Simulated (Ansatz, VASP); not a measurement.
**SrCl2 in VASP and in Ansatz**

```
Sr Cl
1.0
     0.00000    3.48403    3.58961
     3.48403    0.00000    3.58961
     3.48403    3.48403    0.00000
Sr Cl
1 2
Cartesian
  0.0000 0.0000 0.0000
  1.7420 1.7420 1.7948
  5.2261 5.2261 5.3844
```

Change from the starting cell: strain +e along x and -e along y +0.0000, strain +e along z and -e/2 along x and y +0.0200.

Alike in both runs: task single point; functional PBE; k mesh 6 × 6 × 6; occupations gaussian, width 0.05 eV; no spin polarisation.

|  | VASP | Ansatz |
| --- | --- | --- |
| version | VASP 6.6.1 | Ansatz 0.2.0 |
| potentials or method | VASP PAW PBE potentials, release 64 (Sr_sv, Cl), cutoff 520 eV | scalar-relativistic, plane waves, PAW |
| valence electrons in the cell | 24 | 24 |

VASP gave:

```
gap on the k mesh at the Fermi level (eV)                     : 5.15
least direct gap on the mesh (eV)                             : 5.44
pressure (GPa)                                                : 0.1
traceless stress, the component that is largest in VASP (GPa) : -0.98
```

Task: Estimate Ansatz's values.

Result: gap on the k mesh at the Fermi level (eV): 5.15; least direct gap on the mesh (eV): 5.45; pressure (GPa): 0.1; traceless stress, the component that is largest in VASP (GPa): -0.98.
